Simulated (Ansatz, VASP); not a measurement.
# In3Se: VASP beside Ansatz

```
In Se
1.0
     4.80376    0.00000    0.00000
     0.00000    4.80376    0.00000
     0.00000    0.00000    4.80376
In Se
3 1
Direct
  0.50000 0.50000 0.00000
  0.50000 0.00000 0.50000
  0.00000 0.50000 0.50000
  0.00000 0.00000 0.00000
```

Alike in both runs: task relaxation of cell and atoms; functional PBEsol; k mesh 6 × 6 × 6; occupations fermi-dirac, width 0.05 eV; no spin polarisation.

|  | VASP | Ansatz |
| --- | --- | --- |
| version | VASP 6.6.1 | Ansatz 0.2.0 |
| potentials or method | VASP PAW PBE potentials, release 64 (In_d, Se), cutoff 600 eV | all-electron LAPW, scalar-relativistic |

|  | VASP | Ansatz | Ansatz less VASP |
| --- | --- | --- | --- |
| relaxed volume (Å³/atom) | 25.50 | 25.48 | -0.022 |
| relaxed length of the cell vector where the two differ most in proportion (Å) | 4.673 | 4.671 | -0.0013 |

VASP's potentials were made for PBE, not for PBEsol. Ansatz ran all-electron here, and VASP with PAW potentials.
